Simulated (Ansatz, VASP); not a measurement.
# C: VASP beside Ansatz

```xyz
2
Lattice="0.0000 1.7858 1.7858 1.7858 0.0000 1.7858 1.7858 1.7858 0.0000" Properties=species:S:1:pos:R:3 pbc="T T T"
C     1.7858    1.7858    1.7858
C     2.6787    2.6787    2.6787
```

Alike in both runs: functional PBE; k mesh 12 × 12 × 12; occupations gaussian, width 0.02 eV; no spin polarisation.

Ansatz relaxed the structure, and its values are those at the end. VASP's run is a single point on that final structure, the one shown.

|  | VASP | Ansatz |
| --- | --- | --- |
| version | VASP 6.6.1 | Ansatz 0.2.0 |
| potentials or method | VASP PAW PBE potentials, release 64 (C), cutoff 600 eV | scalar-relativistic, plane waves, PAW |
| valence electrons in the cell | 8 | 8 |

VASP gave:

- gap on the k mesh at the Fermi level (eV): 4.14
- least direct gap on the mesh (eV): 5.58
- pressure (GPa): 0.0

Task: What did Ansatz give for the same quantities?

Result: gap on the k mesh at the Fermi level (eV): 4.15; least direct gap on the mesh (eV): 5.58; pressure (GPa): 0.0.

The functional is the same, so the differences come from potentials, cutoffs and numerics.
